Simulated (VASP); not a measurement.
A run of VASP 6.6.1:

Contents of POSCAR:

```
H17ClO8
1.0
    6.3980140000      0.0000000000      0.0000000000
    0.0000000000      6.3980140000      0.0000000000
    0.0000000000      0.0000000000      6.3980140000
O H Cl
8 17 1
Direct
    0.9364155815      0.2580331959      0.3976390174
    0.3612839859      0.3396053838      0.1327443172
    0.3512652520      0.7533587766      0.0353859807
    0.0716784927      1.0548429560      0.9908387196
    0.6426681780      0.0011878686      0.8044214970
    0.1203498461      0.5190673231      0.6150033432
    0.2089554665      0.8554842174      0.4165511360
    0.5224277409      0.3261011933      0.5167853650
    0.7835087576      0.2647852912      0.4334313742
    0.9429644887      0.3292115335      0.2608309391
    0.4712868712      0.2976548660      0.0347764166
    0.2507809455      0.2545477393      0.0803061700
    0.4781640053      0.7812267994     -0.0492652876
    0.3681298603      0.6045157138      0.0778991731
   -0.0193810142      1.0810229549      0.8749277510
    0.1412782154      0.9283505788      0.9758965829
    0.7103454291      0.1275083174      0.8339150243
    0.5664413988      0.0296341959      0.6750532275
    0.1346824186      0.6650501234      0.5490766353
    0.0364019210      0.4201772613      0.5092517772
    0.1307749561      0.9898696689      0.4128937511
    0.2895117141      0.8487477520      0.2836036308
    0.5288672391      0.4177858942      0.6410583034
    0.4560633972      0.4078296796      0.4089237692
    1.0228173930      0.5195362186      0.7394013205
    0.8052811388      0.4544535226      0.9274284176
```

Contents of INCAR.step1:

```
SYSTEM = H17ClO8
PREC     = Accurate       ! precision mode
ENCUT    = 520            ! plane-wave cutoff, eV
ISMEAR   = -1             ! smearing method
SIGMA    = 0.02           ! smearing width, eV
LREAL    = Auto         
LASPH    = .TRUE.         ! aspherical terms in the spheres
NELM     = 80             ! most SCF steps
NBANDS   = 55             ! bands
GGA      = PE             ! functional
ALGO     = Normal         ! electronic algorithm
EDIFF    = 1E-4           ! SCF threshold, eV
LWAVE    = .TRUE.         ! write WAVECAR
LCHARG   = .FALSE.        ! write CHGCAR
```

The input INCAR.step2:

```
SYSTEM = H17ClO8
PREC     = Accurate       ! precision mode
ENCUT    = 520            ! plane-wave cutoff, eV
EDIFF    = 1E-7           ! SCF threshold, eV
ISMEAR   = -1             ! smearing method
SIGMA    = 0.02           ! smearing width, eV
LREAL    = Auto         
LASPH    = .TRUE.         ! aspherical terms in the spheres
NELM     = 80             ! most SCF steps
ALGO     = Normal         ! electronic algorithm
ISIF     = 2              ! what is computed and relaxed
LWAVE    = .FALSE.        ! write WAVECAR
LCHARG   = .FALSE.        ! write CHGCAR
METAGGA  = R2SCAN         ! meta-GGA
LMIXTAU  = .TRUE.       
NBANDS   = 55             ! bands
ISTART   = 1
```

The input KPOINTS:

```
Automatic mesh
0
G
  1 1 1
  0 0 0
```

Potentials or basis: VASP PAW PBE potentials, release 64 (O, H, Cl).

The run is started by

```console
$ cat potpaw_PBE.64/O/POTCAR potpaw_PBE.64/H/POTCAR potpaw_PBE.64/Cl/POTCAR > POTCAR
$ cp INCAR.step1 INCAR
$ mpirun -np 1 vasp_gam > vasp.out
$ cp INCAR.step2 INCAR
$ mpirun -np 1 vasp_gam > vasp.out
```

Hardware: 1 thread of Intel(R) Xeon(R) 6975P-C (Granite Rapids), with other jobs on the host.

Q: How long does it take, and how much memory?

A: Wall time 59 s on 1 thread of Intel(R) Xeon(R) 6975P-C (Granite Rapids), on a shared host, peak memory 0.33 GiB. Counts: k points 1.
